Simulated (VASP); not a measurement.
# GdN: single point with PBE

GdN:

```
CELL_PARAMETERS angstrom
0.00000 2.52508 2.52508
2.52508 0.00000 2.52508
2.52508 2.52508 0.00000
ATOMIC_POSITIONS crystal
Gd 0.00000 0.00000 0.00000
N 0.50000 0.50000 0.50000
```

```json
{
 "Program": "VASP 6.6.1",
 "Task": "single point",
 "Functional": "PBE",
 "Potentials or basis": "VASP PAW PBE potentials, release 64 (Gd, N)",
 "Cutoff": "520 eV",
 "k mesh": "12 × 12 × 12",
 "Occupations": "gaussian, width 0.05 eV",
 "Spin": "collinear spin, ferromagnetic start",
 "Starting moments": "[7.56, 0.0] μB",
 "Dipole correction": "no",
 "Further INCAR settings": "ALGO = Normal; EDIFF = 1e-06; NBANDS = 22"
}
```

```
Pressure                                              : -5.3 GPa
Band gap on the k mesh                                : zero (filled and empty bands overlap)
Net moment                                            : 7.00 μB per cell
Site moments                                          : Gd +6.80; N -0.08 μB
Valence electrons inside the program's atomic spheres : Gd 15.20; N 3.61
```

Levels at points of the mesh, in eV from the Fermi level:
Spin up:
| k point | band 11 | band 12 | band 13 | band 14 | band 15 | band 16 | band 17 | band 18 | band 19 | band 20 |
| --- | --- | --- | --- | --- | --- | --- | --- | --- | --- | --- |
| (0.00, 0.00, 0.00) | -3.37 | -3.37 | 0.19 | 0.19 | 0.19 | 2.45 | 2.45 | 2.45 | 2.89 | 4.48 |
| (0.50, 0.00, 0.00) | -3.39 | -3.36 | -3.36 | -2.47 | -2.47 | 4.91 | 5.65 | 5.65 | 6.36 | 9.51 |
| (0.50, 0.50, 0.00) | -3.43 | -3.43 | -1.54 | -0.39 | -0.27 | -0.27 | 6.16 | 6.26 | 7.28 | 7.28 |
Spin down:
```tsv
k point	band 5	band 6	band 7	band 8	band 9	band 10	band 11	band 12
(0.00, 0.00, 0.00)	-12.95	-0.84	-0.84	-0.84	1.58	2.07	2.07	2.07
(0.50, 0.00, 0.00)	-11.21	-3.98	-2.35	-2.35	1.70	1.79	1.79	2.01
(0.50, 0.50, 0.00)	-12.65	-1.21	-0.83	-0.83	0.31	1.84	1.89	1.94
```

It took 2.3 min on 1 thread of Intel(R) Xeon(R) 6975P-C (Granite Rapids) (shared host), peak memory 0.26 GiB.

Caveat: the cell stands under tension; spin-orbit coupling is left out, which moves the levels of the heavy elements; a cell with one magnetic atom can't hold antiferromagnetic order, which such compounds often take; semilocal functionals describe open f shells poorly, which spoils levels, moments and volumes. With open d or f shells a metallic result of PBE can be an artefact of self-interaction; +U or a hybrid may open a gap.
